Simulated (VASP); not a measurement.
Here is a VASP 6.6.1 calculation.

File POSCAR:

```
NaH
1.0
    3.3191587684      0.0000000000      0.0000000000
   -1.6595793842      2.8744758126      0.0000000000
    0.0000000000      0.0000000000      5.8309537807
Na H
2 2
Direct
    0.0000000000      0.0000000000      0.0000000000
    0.0000000000      0.0000000000      0.5000000000
    0.3333333333      0.6666666667      0.2500000000
    0.6666666667      0.3333333333      0.7500000000
```

The input INCAR.step1:

```
SYSTEM = NaH
PREC = Accurate
ENCUT = 520
ISMEAR = 0
SIGMA = 0.01
LREAL = .FALSE.
LASPH = .TRUE.
NELM = 100
NBANDS = 16
GGA = PE
ALGO = Normal
EDIFF = 1E-4
LWAVE = .TRUE.
LCHARG = .FALSE.
```

File INCAR.step2:

```
SYSTEM = NaH
PREC = Accurate
ENCUT = 520
EDIFF = 1E-6
ISMEAR = 0
SIGMA = 0.01
LREAL = .FALSE.
LASPH = .TRUE.
NELM = 100
ALGO = Normal
ISIF = 2
LWAVE = .FALSE.
LCHARG = .FALSE.
METAGGA = R2SCAN
LMIXTAU = .TRUE.
NBANDS = 16
ISTART = 1
```

The input KPOINTS:

```
Automatic mesh
0
G
  6 6 2
  0 0 0
```

Potentials or basis: VASP PAW PBE potentials, release 64 (Na_pv, H).

Command:

```bash
$ cat potpaw_PBE.64/Na_pv/POTCAR potpaw_PBE.64/H/POTCAR > POTCAR
$ cp INCAR.step1 INCAR
$ mpirun -np 1 vasp_std > vasp.out
$ cp INCAR.step2 INCAR
$ mpirun -np 1 vasp_std > vasp.out
```

**Question.** Estimate the pressure.

**Answer.** -0.2 GPa.

**Question.** Estimate the band gap on the k mesh.

**Answer.** 4.06 eV, indirect (least direct gap 5.17 eV).

Stress tensor (GPa, compression positive):
```
-0.29  0.00  0.00
 0.00 -0.29  0.00
 0.00  0.00 -0.06
```

Caveat: the k points lie up to 0.54 Å⁻¹ apart; the PAW data sets were made with another functional, which shifts forces and pressure a little. A k mesh can miss the band edges.
